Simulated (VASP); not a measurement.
NaGaF2:

```
Na Ga F
1.0
     3.32073    0.00000    0.00000
    -1.66037    2.87584    0.00000
     0.00000    0.00000    5.33372
Na Ga F
1 1 2
Cartesian
  0.0000 0.0000 0.0000
  0.0000 0.0000 2.6669
  0.0000 1.9172 3.4980
  1.6604 0.9586 1.8357
```

* Program: VASP 6.6.1
* Task: relaxation of cell and atoms
* Functional: PBE
* Potentials or basis: VASP PAW PBE potentials, release 64 (Na_pv, Ga_d, F)
* Cutoff: 600 eV
* k mesh: 6 × 6 × 4
* Occupations: gaussian, width 0.1 eV
* Spin: no spin polarisation

At the start: pressure 33.4 GPa; volume 12.73 Å³/atom.

Question: How do energy, volume and symmetry change on relaxing?

Answer: Over 14 steps the energy falls by 907.7 meV/atom and the volume is 15.13 Å³/atom (+18.8 %); space group P-3m1 (No. 164, to 0.05 Å).

Step by step:
| step | energy change (eV) | largest force (eV/Å) | pressure (GPa) | volume (Å³) |
| --- | --- | --- | --- | --- |
| 1 | 0.0000 | 2.7336 | 33.36 | 50.94 |
| 2 | -2.3980 | 1.4280 | 0.28 | 73.05 |
| 3 | -2.4281 | 1.2194 | -2.31 | 77.34 |
| 4 | -2.4289 | 1.2602 | -1.86 | 76.43 |
| 5 | -2.6096 | 1.1846 | -1.85 | 75.12 |
| 6 | -3.0665 | 0.8272 | -1.81 | 71.26 |
| 7 | -3.3175 | 0.5284 | -0.58 | 63.96 |
| 8 | -3.3637 | 0.0570 | -1.39 | 66.43 |
| 9 | -3.5665 | 0.2376 | -0.03 | 61.88 |
| 10 | -3.5814 | 0.3997 | 0.55 | 60.27 |
| 11 | -3.6235 | 0.1485 | -0.51 | 61.38 |
| 12 | -3.6263 | 0.0665 | -0.89 | 61.76 |
| 13 | -3.6300 | 0.0638 | 0.33 | 60.04 |
| 14 | -3.6307 | 0.0262 | -0.07 | 60.52 |

Final structure:
```
Na Ga F
1.0
     3.35077    0.00000    0.00000
    -1.67538    2.90185    0.00000
     0.00000    0.00000    6.22443
Na Ga F
1 1 2
Direct
  0.00000 0.00000 0.00000
  0.00000 0.00000 0.50000
  0.33333 0.66667 0.78245
  0.66667 0.33333 0.21755
```

Caveat: the volume moved by over 15 % at a fixed basis, so the end points are rough.
